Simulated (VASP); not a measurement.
The system is Sr2C (fluorite type).

```
C Sr
1.0
     0.00000    3.63758    3.63758
     3.63758    0.00000    3.63758
     3.63758    3.63758    0.00000
C Sr
1 2
Direct
  0.00000 0.00000 0.00000
  0.25000 0.25000 0.25000
  0.75000 0.75000 0.75000
```

```yaml
Program: VASP 6.6.1
Task: relaxation of cell and atoms
Functional: PBE
Potentials_or_basis: VASP PAW PBE potentials, release 64 (C, Sr_sv)
Cutoff: 600 eV
k_mesh: 8 × 8 × 8
Occupations: fermi-dirac, width 0.05 eV
Spin: no spin polarisation
```

At the start: pressure -5.2 GPa; volume 32.09 Å³/atom.

Where does the relaxation end?

Over 4 steps the energy falls by 122.9 meV/atom and the volume is 25.73 Å³/atom (-19.8 %); space group Fm-3m (No. 225, to 0.1 Å) before and after.

Step by step:
| step | energy change (eV) | largest force (eV/Å) | pressure (GPa) | volume (Å³) |
| --- | --- | --- | --- | --- |
| 1 | 0.0000 | 0.0000 | -5.25 | 96.26 |
| 2 | -0.3351 | 0.0000 | -2.01 | 82.35 |
| 3 | -0.3681 | 0.0000 | -0.29 | 77.88 |
| 4 | -0.3687 | 0.0000 | 0.02 | 77.19 |

Final structure:
```xyz
3
Lattice="0.0000 3.3794 3.3794 3.3794 0.0000 3.3794 3.3794 3.3794 0.0000" Properties=species:S:1:pos:R:3 pbc="T T T"
C     0.0000    3.3794    3.3794
Sr    1.6897    1.6897    1.6897
Sr    5.0691    5.0691    5.0691
```

Caveat: the volume moved by over 15 % at a fixed basis, so the end points are rough.
